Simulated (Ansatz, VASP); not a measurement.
One calculation of MgB2, two programs

```xyz
3
Lattice="3.0542 0.0000 0.0000 -1.5271 2.6450 0.0000 0.0000 0.0000 3.5230" Properties=species:S:1:pos:R:3 pbc="T T T"
Mg    0.0000    0.0000    0.0000
B     0.0000    1.7633    1.7615
B     1.5271    0.8817    1.7615
```

Change from the starting cell: equal xx and yy strain of -1 %.

Alike in both runs: task single point; functional PBE; k mesh 12 × 12 × 9; occupations fermi-dirac, width 0.05 eV; no spin polarisation.

|  | VASP | Ansatz |
| --- | --- | --- |
| version | VASP 6.6.1 | Ansatz 0.2.0 |
| potentials or method | VASP PAW PBE potentials, release 64 (Mg, B), cutoff 520 eV | all-electron LAPW, scalar-relativistic |

```csv
,VASP,Ansatz,Ansatz less VASP
pressure (GPa),2.2,2.4,+0.20
"traceless stress, the component that is largest in VASP (GPa)",-2.59,-2.43,+0.156
```

Ansatz ran all-electron here, and VASP with PAW potentials.
